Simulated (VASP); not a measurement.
# TaVN2 (P4/mmm) in VASP: further runs

TaVN2 is run at these levels: PBEsol; tasks: single point.

All numbers are computed with VASP 6.6.1; they aren't measurements. Logs are shortened: lines on timing, memory, paths and dates and some standing lists are left out, and cuts for length are marked.

### 1 The cell of the first run

The structure is tetragonal, space group P4/mmm (No. 123). Conventional cell: a = 3.050 Å, b = 3.050 Å, c = 4.296 Å, α = 90.00°, β = 90.00°, γ = 90.00°. Ta (site symmetry 4/mmm) has 6 N at 2.15 to 2.16 Å within 2.8 Å. V (site symmetry 4/mmm) has 6 N at 2.15 to 2.16 Å within 2.8 Å. Within 2.8 Å of N (site symmetry 4/mmm) lie 2 V at 2.15 Å and 4 Ta at 2.16 Å. Within 2.8 Å of N (site symmetry 4/mmm) lie 2 Ta at 2.15 Å and 4 V at 2.16 Å.

### 2 Single point, PBEsol, collinear spin, ferromagnetic start

INCAR

```
ALGO     = Normal         # electronic algorithm
EDIFF    = 1E-6           # SCF threshold, eV
ENCUT    = 520            # plane-wave cutoff, eV
GGA      = PS             # functional
ISIF     = 2              # what is computed and relaxed
ISMEAR   = -1             # smearing method
ISPIN    = 2              # spin polarisation
LASPH    = T              # aspherical terms in the spheres
LCHARG   = F              # write CHGCAR
LMAXMIX  = 4              # l up to which the mixer works
LORBIT   = 11             # projections on sites
LREAL    = F              # projectors in reciprocal space
LWAVE    = F              # write WAVECAR
MAGMOM   = 0 1.46 0 0     # initial moments
NBANDS   = 29             # bands
NELM     = 150            # most SCF steps
PREC     = Accurate       # precision mode
SIGMA    = 0.05           # smearing width, eV
```

KPOINTS

```
k-points
0
Gamma
  9 9 6
```

POSCAR

```
TaVN2
1.0
    3.0498670000      0.0000000000      0.0000000000
    0.0000000000      3.0498670000      0.0000000000
    0.0000000000      0.0000000000      4.2960620000
Ta V N
1 1 2
Direct
    0.0000000000      0.0000000000      0.0000000000
    0.5000000000      0.5000000000      0.5000000000
    0.5000000000      0.5000000000      0.0000000000
    0.0000000000      0.0000000000      0.5000000000
```

Potentials or basis: VASP PAW PBE potentials, release 64 (Ta_pv, V_sv, N).

On the command line:

```bash
$ cat potpaw_PBE.64/Ta_pv/POTCAR potpaw_PBE.64/V_sv/POTCAR potpaw_PBE.64/N/POTCAR > POTCAR
$ mpirun -np 1 vasp_std > vasp.out
```

OUTCAR:

```text
EDIFF = 1E-6
   ENCUT = 520
   GGA = PS
   ISIF = 2
   ISMEAR = -1
   ISPIN = 2
   LASPH = T
   LORBIT = 11
   LREAL = F
   NELM = 150
   PREC = Accurate

 ion  position               nearest neighbor table
   1  0.000  0.000  0.000-   4 2.15   4 2.15   3 2.16   3 2.16   3 2.16   3 2.16   2 3.04   2 3.04
                             2 3.04   2 3.04   2 3.04   2 3.04   2 3.04   2 3.04
   2  0.500  0.500  0.500-   3 2.15   3 2.15   4 2.16   4 2.16   4 2.16   4 2.16   1 3.04   1 3.04
                             1 3.04   1 3.04   1 3.04   1 3.04   1 3.04   1 3.04
   3  0.500  0.500  0.000-   2 2.15   2 2.15   1 2.16   1 2.16   1 2.16   1 2.16
   4  0.000  0.000  0.500-   1 2.15   1 2.15   2 2.16   2 2.16   2 2.16   2 2.16

  LATTYP: Found a simple tetragonal cell.
 ALAT       =     3.0498670000
 C/A-ratio  =     1.4086063425

  Lattice vectors:

 A1 = (   3.0498670000,   0.0000000000,   0.0000000000)
 A2 = (   0.0000000000,   3.0498670000,   0.0000000000)
 A3 = (   0.0000000000,   0.0000000000,   4.2960620000)

Analysis of symmetry for initial positions (statically):
=====================================================================
 Subroutine PRICEL returns:
 Original cell was already a primitive cell.

 Routine SETGRP: Setting up the symmetry group for a
 simple tetragonal supercell.

 Subroutine GETGRP returns: Found 16 space group operations
 (whereof 16 operations were pure point group operations)
 out of a pool of 16 trial point group operations.

The static configuration has the point symmetry D_4h.

Analysis of symmetry for dynamics (positions and initial velocities):
=====================================================================
 Subroutine PRICEL returns:
 Original cell was already a primitive cell.

 Routine SETGRP: Setting up the symmetry group for a
 simple tetragonal supercell.

 Subroutine GETGRP returns: Found 16 space group operations
 (whereof 16 operations were pure point group operations)
 out of a pool of 16 trial point group operations.

The dynamic configuration has the point symmetry D_4h.

Analysis of structural, dynamic, and magnetic symmetry:
=====================================================================
 Subroutine PRICEL returns:
 Original cell was already a primitive cell.

 Routine SETGRP: Setting up the symmetry group for a
 simple tetragonal supercell.

 Subroutine GETGRP returns: Found 16 space group operations
 (whereof 16 operations were pure point group operations)
 out of a pool of 16 trial point group operations.

The overall configuration has the point symmetry D_4h.

 Subroutine INISYM returns: Found 16 space group operations
 (whereof 16 operations are pure point group operations),
 and found     1 'primitive' translations

----------------------------------------------------------------------------------------

                                     Primitive cell

  volume of cell :      39.9606

  direct lattice vectors                    reciprocal lattice vectors
     3.049867000  0.000000000  0.000000000     0.327883150  0.000000000  0.000000000
     0.000000000  3.049867000  0.000000000     0.000000000  0.327883150  0.000000000
     0.000000000  0.000000000  4.296062000     0.000000000  0.000000000  0.232771315

  length of vectors
     3.049867000  3.049867000  4.296062000     0.327883150  0.327883150  0.232771315

  position of ions in fractional coordinates (direct lattice)
     0.000000000  0.000000000  0.000000000
     0.500000000  0.500000000  0.500000000
     0.500000000  0.500000000  0.000000000
     0.000000000  0.000000000  0.500000000

  ion indices of the primitive-cell ions
   primitive index   ion index
                 1           1
                 2           2
                 3           3
                 4           4

----------------------------------------------------------------------------------------

 KPOINTS: k-points

Automatic generation of k-mesh.
 Grid dimensions read from file:
 generate k-points for:    9    9    6

 Generating k-lattice:

  Cartesian coordinates                     Fractional coordinates (reciprocal lattice)
     0.036431461  0.000000000  0.000000000     0.111111111  0.000000000  0.000000000
     0.000000000  0.036431461  0.000000000     0.000000000  0.111111111  0.000000000
     0.000000000  0.000000000  0.038795219     0.000000000  0.000000000  0.166666667

  Length of vectors
     0.036431461  0.036431461  0.038795219

  Shift w.r.t. Gamma in fractional coordinates (k-lattice)
     0.000000000  0.000000000  0.000000000

 Subroutine IBZKPT returns following result:
 ===========================================

 Found     60 irreducible k-points:

 Following reciprocal coordinates:
            Coordinates               Weight
  0.000000  0.000000  0.000000      1.000000
  0.111111  0.000000  0.000000      4.000000
  0.222222  0.000000  0.000000      4.000000
  0.333333  0.000000  0.000000      4.000000
  0.444444  0.000000  0.000000      4.000000
  0.111111  0.111111  0.000000      4.000000
[... 16 lines left out ...]
  0.333333  0.111111  0.166667     16.000000
  0.444444  0.111111  0.166667     16.000000
 [... further k-points ...]
   k-points           NKPTS =     60   k-points in BZ     NKDIM =     60   number of bands    NBANDS=     29
   number of dos      NEDOS =    301   number of ions     NIONS =      4
   total plane-waves  NPLWV =  18432
   dimension x,y,z NGX =    24 NGY =   24 NGZ =   32
   dimension x,y,z NGXF=    48 NGYF=   48 NGZF=   64
   ions per type =               1   1   2
   NGX,Y,Z   is equivalent  to a cutoff of  13.08, 13.08, 12.38 a.u.
   NGXF,Y,Z  is equivalent  to a cutoff of  26.16, 26.16, 24.77 a.u.
 SYSTEM =  unknown system
   PREC   = accura    normal or accurate (medium, high low for compatibility)
   ISTART =      0    job   : 0-new  1-cont  2-samecut
   ICHARG =      2    charge: 1-file 2-atom 10-const
   ISPIN  =      2    spin polarized calculation?
   LNONCOLLINEAR =      F non collinear calculations
   LSORBIT =      F    spin-orbit coupling
   LASPH  =      T    aspherical Exc in radial PAW
   ENCUT  =  520.0 eV  38.22 Ry    6.18 a.u.   5.67  5.67  7.99*2*pi/ulx,y,z
   NELM   =    150;   NELMIN=  2; NELMDL= -5     # of ELM steps
   EDIFF  = 0.1E-05   stopping-criterion for ELM
   LREAL  =      F    real-space projection
   EDIFFG = 0.1E-04   stopping-criterion for IOM
   NSW    =      0    number of steps for IOM
   IBRION =     -1    ionic relax: 0-MD 1-quasi-New 2-CG
   NFREE  =      0    steps in history (QN), initial steepest desc. (CG)
   ISIF   =      2    stress and relaxation
   ISYM   =      2    0-nonsym 1-usesym 2-fastsym
   POTIM  = 0.5000    time-step for ionic-motion
   TEBEG  =    0.0;   TEEND  =   0.0 temperature during run
   PSTRESS=    0.0 pullay stress
   NELECT =      34.0000    total number of electrons
   NUPDOWN=      -1.0000    fix difference up-down
   EMIN   =  10.00;   EMAX   =-10.00  energy-range for DOS
   EFERMI =   0.00;   METHOD = LEGACY
   ISMEAR =    -1;   SIGMA  =   0.05  broadening in eV -4-tet -1-fermi 0-gaus
   EFERMI_NEDOS =   21; number of points for ismear=-14 and -15
   IALGO  =     38    algorithm
   IMIX   =      4    mixing-type and parameters
     AMIX     =   0.40;   BMIX     =  1.00
     AMIX_MAG =   1.60;   BMIX_MAG =  1.00
  volume/ion in A,a.u.               =       9.99        67.42
  Fermi-wavevector in a.u.,A,eV,Ry     =   1.551281  2.931495 32.742032  2.406471
  Thomas-Fermi vector in A             =   2.655823
   LORBIT       =     11    0 simple, 1 ext, 2 COOP (PROOUT), +10 PAW based schemes
   GGA     = PS    functional components
   LHFCALC =     F    Hartree Fock is set to
   AEXX    =    0.0000 exact exchange contribution
   IVDW    =     0    specifies the selected vdW correction
   LEPSILON=     F    determine dielectric tensor
   LRPA    =     F    only Hartree local field effects (RPA)
 spin polarized calculation
  energy-cutoff  :      520.00
  volume of cell :       39.96
 maximum number of plane-waves:      1100
 NGX is ok and might be reduce to    24
   NGX = 11   NGY = 11   NGZ = 15

 number of electron      33.9999991 magnetization      -0.0076174

 number of electron      33.9999991 magnetization       0.0008906

 Free energy of the ion-electron system (eV)
  ---------------------------------------------------
  ext. energy  EPLUGINS =         0.00000000
  ---------------------------------------------------
  free energy    TOTEN  =       -43.77219302 eV

  energy without entropy =      -43.74678677  energy(sigma->0) =      -43.75948990

 E-fermi :   9.9986     XC(G=0): -13.4969

 val. band max:        9.9904492794   @ k =   0.0000   0.0000   0.5000
 cond. band min:      10.0015805053   @ k =   0.3333   0.0000   0.0000
 fundamental gap:      0.0111312259
 Fermi energy:         9.9986367811

 spin component 1

 k-point     1 :       0.0000    0.0000    0.0000
  band No.  band energies     occupation
      1     -54.9014      1.00000
      2     -28.9068      1.00000
      3     -28.8292      1.00000
      4     -28.8292      1.00000
      5     -25.9249      1.00000
      6     -25.7127      1.00000
[... 21 lines left out ...]
     28      20.3389      0.00000
     29      21.3953      0.00000

 k-point     2 :       0.1111    0.0000    0.0000
  band No.  band energies     occupation
      1     -54.8998      1.00000
      2     -28.9029      1.00000
      3     -28.8491      1.00000
      4     -28.8265      1.00000
      5     -25.9216      1.00000
      6     -25.7819      1.00000
[... 696 lines left out ...]
 k-point    24 :       0.4444    0.1111    0.1667
  band No.  band energies     occupation
      1     -54.8861      1.00000
      2     -28.9917      1.00000
      3     -28.8786      1.00000
      4     -28.8254      1.00000
      5     -26.2396      1.00000
      6     -25.8933      1.00000
[... 21 lines left out ...]
     28      21.1665      0.00000
     29      21.7272      0.00000

 [... further k-points ...]

 spin component 2

 k-point     1 :       0.0000    0.0000    0.0000
  band No.  band energies     occupation
      1     -54.9007      1.00000
      2     -28.9059      1.00000
      3     -28.8285      1.00000
      4     -28.8285      1.00000
      5     -25.9250      1.00000
      6     -25.7127      1.00000
[... 21 lines left out ...]
     28      20.3389      0.00000
     29      21.3953      0.00000

 k-point     2 :       0.1111    0.0000    0.0000
  band No.  band energies     occupation
      1     -54.8990      1.00000
      2     -28.9020      1.00000
      3     -28.8484      1.00000
      4     -28.8258      1.00000
      5     -25.9216      1.00000
      6     -25.7819      1.00000
[... 696 lines left out ...]
 k-point    24 :       0.4444    0.1111    0.1667
  band No.  band energies     occupation
      1     -54.8854      1.00000
      2     -28.9910      1.00000
      3     -28.8777      1.00000
      4     -28.8247      1.00000
      5     -26.2396      1.00000
      6     -25.8934      1.00000
[... 21 lines left out ...]
     28      21.1666      0.00000
     29      21.7274      0.00000

 [... further k-points ...]
[... 5 lines left out ...]
  --------------------------------------------------------------------------------------
  -------------------------------------------------------------------------------------
  Total       -2.7440001     -2.7440001     -3.3784167      0.0000000     -0.0000000      0.0000000
  in kB     -110.0176492   -110.0176492   -135.4538820      0.0000000     -0.0000000      0.0000000
  external PRESSURE =    -118.4963935 kB  Pullay stress =       0.0000000 kB

 VOLUME and BASIS-vectors are now :
 -----------------------------------------------------------------------------
  energy-cutoff  :      520.00
  volume of cell :       39.96
      direct lattice vectors                 reciprocal lattice vectors
     3.049867000  0.000000000  0.000000000     0.327883150  0.000000000  0.000000000
     0.000000000  3.049867000  0.000000000     0.000000000  0.327883150  0.000000000
     0.000000000  0.000000000  4.296062000     0.000000000  0.000000000  0.232771315

 POSITION                                       TOTAL-FORCE (eV/Angst)
 -----------------------------------------------------------------------------------
      0.00000      0.00000      0.00000         0.000000      0.000000      0.000000
      1.52493      1.52493      2.14803         0.000000      0.000000      0.000000
      1.52493      1.52493      0.00000         0.000000      0.000000      0.000000
      0.00000      0.00000      2.14803         0.000000      0.000000      0.000000
 -----------------------------------------------------------------------------------
    total drift:                                0.000000     -0.000000     -0.000000

  FREE ENERGIE OF THE ION-ELECTRON SYSTEM (eV)
  ---------------------------------------------------
  free  energy   TOTEN  =       -43.7721930237 eV

  energy  without entropy=      -43.7467867704  energy(sigma->0) =      -43.75948990

 total charge

# of ion       s       p       d       tot
------------------------------------------
    1        0.297   6.265   2.398   8.959
    2        2.204   6.211   3.140  11.555
    3        1.227   2.529   0.000   3.756
    4        1.228   2.480   0.000   3.708
--------------------------------------------------
tot          4.955  17.486   5.537  27.978

 magnetization (x)

# of ion       s       p       d       tot
------------------------------------------
    1        0.000   0.000  -0.000  -0.000
    2        0.000   0.000   0.001   0.001
    3        0.000   0.000   0.000   0.000
    4       -0.000  -0.000   0.000  -0.000
--------------------------------------------------
tot          0.000   0.000   0.001   0.001
```

It took 2.1 min on 1 thread of Intel Xeon Platinum 8259CL at 2.50GHz (Skylake/Cascade Lake), shared host; peak memory 0.24 GiB.

What came out:

```
Free energy                                           : -43.7722 eV
Pressure                                              : -11.8 GPa
Band gap on the k mesh                                : zero (filled and empty bands overlap)
Net moment                                            : 0.00 μB per cell
Valence electrons inside the program's atomic spheres : Ta 8.96; V 11.55; N 3.76, 3.71
```

Caveat: the PAW data sets were made with another functional, which shifts forces and pressure a little; spin-orbit coupling is left out, which moves the levels of the heavy elements.

### 3 Single point, PBEsol, collinear spin, ferromagnetic start

INCAR

```
PREC     = Accurate       # precision mode
ENCUT    = 520            # plane-wave cutoff, eV
EDIFF    = 1E-6           # SCF threshold, eV
ISMEAR   = -1             # smearing method
SIGMA    = 0.05           # smearing width, eV
LREAL    = F              # projectors in reciprocal space
LASPH    = T              # aspherical terms in the spheres
NELM     = 150            # most SCF steps
ALGO     = Normal         # electronic algorithm
ISIF     = 2              # what is computed and relaxed
LWAVE    = F              # write WAVECAR
LCHARG   = T              # write CHGCAR
ISPIN    = 2              # spin polarisation
MAGMOM   = 0 3.5 0 0      # initial moments
LORBIT   = 11             # projections on sites
LMAXMIX  = 4              # l up to which the mixer works
GGA      = PS             # functional
LELF     = T              # ELF
LVHAR    = T            
NBANDS   = 29             # bands
```

KPOINTS

```
Automatic mesh
0
Gamma
  9 9 6
```

POSCAR is that of step 2.

Potentials or basis: VASP PAW PBE potentials, release 64 (Ta_pv, V_sv, N).

On the command line:

```bash
$ cat potpaw_PBE.64/Ta_pv/POTCAR potpaw_PBE.64/V_sv/POTCAR potpaw_PBE.64/N/POTCAR > POTCAR
$ mpirun -np 1 vasp_std > vasp.out
```

It took 1.7 min on 1 thread of Intel Xeon Platinum 8259CL at 2.50GHz (Skylake/Cascade Lake), shared host; peak memory 0.24 GiB.

The run converged. Its results:

* Free energy: -43.7858 eV
* Pressure: -10.4 GPa
* Net moment: 0.91 μB per cell
* Site moments: Ta -0.04; V +0.87; N +0.01 μB
* Valence electrons inside the program's atomic spheres: Ta 8.96; V 11.56; N 3.76, 3.71

Stress tensor (GPa, compression positive):
```
-10.08   0.00   0.00
  0.00 -10.08   0.00
  0.00   0.00 -10.94
```

Levels at points of the mesh, in eV from the Fermi level:
Spin up:
```
           k point  band 13  band 14  band 15  band 16  band 17  band 18  band 19  band 20  band 21  band 22
(0.00, 0.00, 0.00)    -4.10    -2.87    -2.87    -2.87    -1.81    -1.81    -1.72    -0.48    -0.32     1.63
(0.00, 0.00, 0.50)    -4.30    -4.12    -4.12    -4.03    -2.78    -0.26     0.22     0.22     1.33     1.83
```
Spin down:
```tsv
k point	band 13	band 14	band 15	band 16	band 17	band 18	band 19	band 20	band 21	band 22
(0.00, 0.00, 0.00)	-4.05	-2.84	-2.84	-2.81	-1.27	-1.27	-1.23	-0.02	0.08	1.71
(0.00, 0.00, 0.50)	-4.15	-4.11	-4.11	-4.04	-2.19	0.30	1.15	1.15	1.32	2.27
```

Caveat: the PAW data sets were made with another functional, which shifts forces and pressure a little; spin-orbit coupling is left out, which moves the levels of the heavy elements. With open d or f shells a metallic result of PBEsol can be an artefact of self-interaction; +U or a hybrid may open a gap.

### 4 Single point, PBEsol, collinear spin, ferromagnetic start

INCAR

```
PREC = Accurate ; ENCUT = 600
EDIFF = 1E-6 ; ISMEAR = -1
SIGMA = 0.05 ; LREAL = False
LASPH = True ; NELM = 200
ALGO = Normal ; ISIF = 2
LWAVE = False ; LCHARG = False
ISPIN = 2 ; MAGMOM = 0 4 0 0
LORBIT = 11 ; NUPDOWN = 4.0
LMAXMIX = 4 ; GGA = PS
NBANDS = 30 ; GGA_COMPAT = False
```

KPOINTS

```
Automatic mesh
0
Gamma
  7 7 5
```

POSCAR is that of step 3.

Potentials or basis: VASP PAW PBE potentials, release 64 (Ta_sv_GW, V_sv, N).

On the command line:

```bash
$ cat potpaw_PBE.64/Ta_sv_GW/POTCAR potpaw_PBE.64/V_sv/POTCAR potpaw_PBE.64/N/POTCAR > POTCAR
$ mpirun -np 1 vasp_std > vasp.out
```

Wall time 37 s (1 thread of Intel Xeon 6975P-C (Granite Rapids), shared host); peak memory 0.23 GiB.

It converged, with:

```yaml
Free_energy: -44.2740 eV
Pressure: 9.3 GPa
Net_moment: 4.00 μB per cell
Site_moments: Ta +0.86; V +2.34; N +0.12 μB
Valence_electrons_inside_the_program's_atomic_spheres: Ta 11.82; V 11.66; N 3.75, 3.71
```

Stress tensor (GPa, compression positive):
```
11.05  0.00  0.00
 0.00 11.05  0.00
 0.00  0.00  5.81
```

Caveat: the PAW data sets were made with another functional, which shifts forces and pressure a little; spin-orbit coupling is left out, which moves the levels of the heavy elements; the total moment is fixed, so each spin has its own Fermi level.
